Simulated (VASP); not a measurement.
Here is a VASP 6.6.1 calculation.

The input INCAR:

```
ALGO = Normal ; EDIFF = 1E-6
ENCUT = 500 ; GGA = PE
GGA_COMPAT = F ; ISIF = 2
ISMEAR = 0 ; LASPH = T
LCHARG = F ; LMAXMIX = 6
LREAL = F ; LWAVE = F
NBANDS = 35 ; NELM = 200
PREC = Accurate ; SIGMA = 0.2
```

The input KPOINTS:

```
k-points
0
Gamma
  3 3 3
```

The input POSCAR:

```
NdTl2P3
1.0
    5.7401152801     -0.0000000029      0.0000000000
   -2.8700576375      4.9710856547      0.0000000000
    0.0000000000      0.0000000000      6.3387584726
Nd Tl P
1 2 3
Direct
    0.0000000000      0.0000000000      0.5000000000
    0.3333333333      0.6666666667      0.8959282544
    0.6666666667      0.3333333333      0.1040717456
    0.5000000000      0.0000000000      0.5000000000
    0.0000000000      0.5000000000      0.5000000000
    0.5000000000      0.5000000000      0.5000000000
```

Potentials or basis: VASP PAW PBE potentials, release 64 (Nd_3, Tl_d, P), 4f in core.

The run is started by

```bash
$ cat potpaw_PBE.64/Nd_3/POTCAR potpaw_PBE.64/Tl_d/POTCAR potpaw_PBE.64/P/POTCAR > POTCAR
$ mpirun -np 1 vasp_std > vasp.out
```

**Question.** Estimate the largest force.

**Answer.** 0.030 eV/Å.

**Question.** Predict the band gap on the k mesh.

**Answer.** Zero (bands 26 and 27 overlap by 0.83 eV).

**Question.** Predict the pressure.

**Answer.** -0.1 GPa.

Forces in eV/Å, atoms in the order of the input:
```
Nd   0.000  0.000  0.000
Tl   0.000  0.000  0.030
Tl   0.000  0.000 -0.030
P    0.000  0.000  0.000
P    0.000  0.000  0.000
P    0.000  0.000  0.000
```

Caveat: the k points lie up to 0.42 Å⁻¹ apart, too coarse for converged energies and pressures of a metal; spin-orbit coupling is left out, which moves the levels of the heavy elements; the 4f electrons are frozen in the core, so they carry no moment and show no levels. Spin polarisation is off, so any magnetic state and its effect on volume and gap are missing.
